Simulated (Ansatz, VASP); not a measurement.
**One calculation of ReS, two programs**

The input INCAR:

```
ALGO     = Normal         # electronic algorithm
EDIFF    = 1E-6           # SCF threshold, eV
ENCUT    = 560            # plane-wave cutoff, eV
GGA      = PE             # functional
GGA_COMPAT= False        
ISIF     = 2              # what is computed and relaxed
ISMEAR   = 0              # smearing method
LASPH    = True           # aspherical terms in the spheres
LCHARG   = False          # write CHGCAR
LMAXMIX  = 4              # l up to which the mixer works
LORBIT   = 11             # projections on sites
LORBMOM  = True         
LREAL    = False          # projectors in reciprocal space
LSORBIT  = True           # spin-orbit coupling
LWAVE    = False          # write WAVECAR
MAGMOM   = 0 0 2 0 0 0    # initial moments
NBANDS   = 33             # bands
NELM     = 200            # most SCF steps
PREC     = Accurate       # precision mode
SIGMA    = 0.05           # smearing width, eV
```

Contents of KPOINTS:

```
k-points
0
Gamma
  12 12 12
```

POSCAR

```
ReS
1.0
    0.0000000000      2.6183291373      2.6183291373
    2.6183291373      0.0000000000      2.6183291373
    2.6183291373      2.6183291373      0.0000000000
Re S
1 1
Direct
    0.0000000000      0.0000000000      0.0000000000
    0.2500000000      0.2500000000      0.2500000000
```

Input for Ansatz:

```yaml
crystal:
  lattice:
    - [0.0, 2.6183291373, 2.6183291373]
    - [2.6183291373, 0.0, 2.6183291373]
    - [2.6183291373, 2.6183291373, 0.0]
  atoms:
    - { symbol: Re, position: [0.0, 0.0, 0.0], spin: 2.0, spin_axis: [0.0, 0.0, 1.0] }
    - { symbol: S, position: [0.25, 0.25, 0.25] }
basis:
  ecutwfc: 420
  ecutrho_ratio: 4
kpoints:
  mp_grid: { grid: [12, 12, 12] }
hamiltonian:
  xc: pbe
scf:
  occupations: { method: gaussian, width: 0.05 }
output:
  forces: true
  stress: true
  eigenvalues: true
  populations: true
  dos: { projected: true, de: 0.02 }
  write_density: true
  write_potential: true
  elf: true
  volumetric_format: npy
magnetization:
  noncollinear: true
  spin_orbit: true
```

Alike in both runs: task single point; functional PBE; k mesh 12 × 12 × 12; occupations gaussian, width 0.05 eV; non-collinear spin, spin-orbit coupling.

|  | VASP | Ansatz |
| --- | --- | --- |
| version | VASP 6.6.1 | Ansatz 0.2.0 |
| potentials or method | VASP PAW PBE potentials, release 64 (Re_sv_GW, S), cutoff 560 eV | plane waves, PAW |
| valence electrons in the cell | 21 | 21 |

|  | VASP | Ansatz | Ansatz less VASP |
| --- | --- | --- | --- |
| pressure (GPa) | 0.1 | 0.6 | +0.54 |
| net moment per atom (μB) | 0.00 | 0.00 | 0.000 |

Ansatz's warnings: seeded moment not kept, stress scf threshold loose.
